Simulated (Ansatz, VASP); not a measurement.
## Two plane-wave programs on Sn

Contents of INCAR:

```
SYSTEM = Sn
ALGO = Normal ; EDIFF = 1E-8
ENCUT = 520 ; GGA = PE
ISIF = 2 ; ISMEAR = -1
LASPH = .True. ; LCHARG = .False.
LEFG = .True. ; LREAL = .False.
LWAVE = .False. ; NBANDS = 21
NELM = 80 ; PREC = Accurate
SIGMA = 0.03
```

File KPOINTS:

```
k-points
0
Gamma
  9 9 9
  0 0 0
```

File POSCAR:

```
Sn
1.0
    0.0000000000      3.2954075134      3.1482320000
    3.2954075134      0.0000000000      3.1482320000
    3.2954075134      3.2954075134      0.0000000000
Sn
2
Direct
    0.5000000000      0.5000000000      0.5000000000
    0.7500000000      0.7500000000      0.7500000000
```

Input for Ansatz:

```yaml
crystal:
  lattice:
    - [0.0, 3.2954075134, 3.148232]
    - [3.2954075134, 0.0, 3.148232]
    - [3.2954075134, 3.2954075134, 0.0]
  atoms:
    - { symbol: Sn, position: [0.5, 0.5, 0.5] }
    - { symbol: Sn, position: [0.75, 0.75, 0.75] }
kpoints:
  mp_grid: { grid: [9, 9, 9] }
scf:
  occupations: { method: fermi_dirac, width: 0.03 }
hamiltonian:
  xc: pbe
  pseudopotentials: { kind: paw }
output:
  forces: true
  stress: true
  eigenvalues: true
  efg: { contact_densities: true }
```

Change from the starting cell: z stretched by -3 % at fixed volume, PAW files.

Alike in both runs: task electric field gradients; functional PBE; k mesh 9 × 9 × 9; occupations fermi-dirac, width 0.03 eV; no spin polarisation.

|  | VASP | Ansatz |
| --- | --- | --- |
| version | VASP 6.6.1 | Ansatz 0.2.0 |
| potentials or method | VASP PAW PBE potentials, release 64 (Sn_d) | PAW with Ansatz's default frozen-core files, scalar-relativistic |
| plane-wave cutoff (eV) | 520 | 420 |
| valence electrons in the cell | 28 | 28 |

```tsv
	VASP	Ansatz	Ansatz less VASP
pressure (GPa)	3.1	3.2	+0.06
traceless stress, the component that is largest in VASP (GPa)	0.81	0.81	+0.001
size of Vzz on the site where it differs most (V/Å²)	6.0	6.4	+0.35
```

With one functional, cell and mesh, what is left measures potentials, basis and numerics.
